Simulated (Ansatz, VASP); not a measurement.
## One calculation of CdSe4, two programs

```
Cd Se
1.0
     4.13985    0.00000    0.00000
    -2.06993    3.58522    0.00000
     0.00000    0.00000    9.22964
Cd Se
1 4
Direct
  0.00000 0.00000 0.00000
  0.00000 0.00000 0.38043
  0.00000 0.00000 0.61957
  0.66667 0.33333 0.83669
  0.33333 0.66667 0.16331
```

Alike in both runs: functional PBE; k mesh 5 × 5 × 2; occupations gaussian, width 0.2 eV; no spin polarisation.

Ansatz relaxed the structure, and its values are those at the end. VASP's run is a single point on that final structure, the one shown.

```csv
,VASP,Ansatz
version,VASP 6.6.1,Ansatz 0.2.0
potentials or method,"VASP PAW PBE potentials, release 64 (Cd, Se), cutoff 500 eV","scalar-relativistic, plane waves, PAW"
valence electrons in the cell,36,84
```

|  | VASP | Ansatz | Ansatz less VASP |
| --- | --- | --- | --- |
| gap on the k mesh at the Fermi level (eV) | 0.14 | 0.14 | 0.000 |
| least direct gap on the mesh (eV) | 0.14 | 0.14 | 0.000 |
| pressure (GPa) | 0.1 | -0.1 | -0.16 |
| rms of the force components (eV/Å) | 0.029 | 0.012 | -0.0168 |

VASP's potentials hold 36 valence electrons a cell and Ansatz's 84, so a difference there can come from the potentials and not from the codes.
